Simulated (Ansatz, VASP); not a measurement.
**One calculation of SnO2, two programs**

Contents of POSCAR:

```
SnO2
1.0
    0.0000000000      2.5334667554      2.5334667554
    2.5334667554      0.0000000000      2.5334667554
    2.5334667554      2.5334667554      0.0000000000
Sn O
1 2
Direct
    0.0000000000      0.0000000000      0.0000000000
    0.2500000000      0.2500000000      0.2500000000
    0.7500000000      0.7500000000      0.7500000000
```

File INCAR.step1:

```
SYSTEM = SnO2
PREC = Accurate ; ENCUT = 910
ISMEAR = 0 ; SIGMA = 0.01
LREAL = .False. ; LASPH = .True.
NELM = 120 ; NBANDS = 20
GGA = PE ; ALGO = Normal
EDIFF = 1E-5 ; LWAVE = .True.
LCHARG = .False. ; GGA_COMPAT = .False.
```

INCAR.step2

```
SYSTEM = SnO2
PREC = Accurate ; ENCUT = 910
EDIFF = 1E-6 ; ISMEAR = 0
SIGMA = 0.01 ; LREAL = .False.
LASPH = .True. ; NELM = 120
ALGO = Normal ; ISIF = 2
LWAVE = .False. ; LCHARG = .False.
METAGGA = R2SCAN ; LMIXTAU = .True.
NBANDS = 20 ; ISTART = 1
GGA_COMPAT = .False.
```

The input KPOINTS:

```
regular mesh
0
Gamma
  8 8 8
  0 0 0
```

Input for Ansatz:

```yaml
crystal:
  lattice:
    - [0.0, 2.5334667554, 2.5334667554]
    - [2.5334667554, 0.0, 2.5334667554]
    - [2.5334667554, 2.5334667554, 0.0]
  atoms:
    - { symbol: Sn, position: [0.0, 0.0, 0.0] }
    - { symbol: O, position: [0.25, 0.25, 0.25] }
    - { symbol: O, position: [0.75, 0.75, 0.75] }
kpoints:
  mp_grid: { grid: [8, 8, 8] }
  band_path:
    path:
      - [0.0, 0.0, 0.0]
      - [0.5, 0.0, 0.5]
      - [0.625, 0.25, 0.625]
      - [0.375, 0.375, 0.75]
      - [0.5, 0.5, 0.5]
      - [0.5, 0.25, 0.75]
      - [0.25, -0.5, -0.25]
    npoints: 1
hamiltonian:
  xc: r2scan
scf:
  occupations: { method: fixed }
  n_extra_bands: 4
output:
  forces: true
  stress: true
  eigenvalues: true
```

Alike in both runs: task single point; functional r2SCAN; k mesh 8 × 8 × 8; no spin polarisation.

```csv
,VASP,Ansatz
version,VASP 6.6.1,Ansatz 0.2.0
potentials or method,"VASP PAW PBE potentials, release 64 (Sn_d, O_h)","plane waves, PAW"
plane-wave cutoff (eV),910,500
occupations,"gaussian, width 0.01 eV",fixed
valence electrons in the cell,26,26
```

```tsv
	VASP	Ansatz	Ansatz less VASP
gap on the k mesh at the Fermi level (eV)	0.86	0.84	-0.022
```

VASP's potentials were made for PBE, not for r2SCAN.

Noted on VASP's run: the cutoff is short for stress, so the pressure is rough.
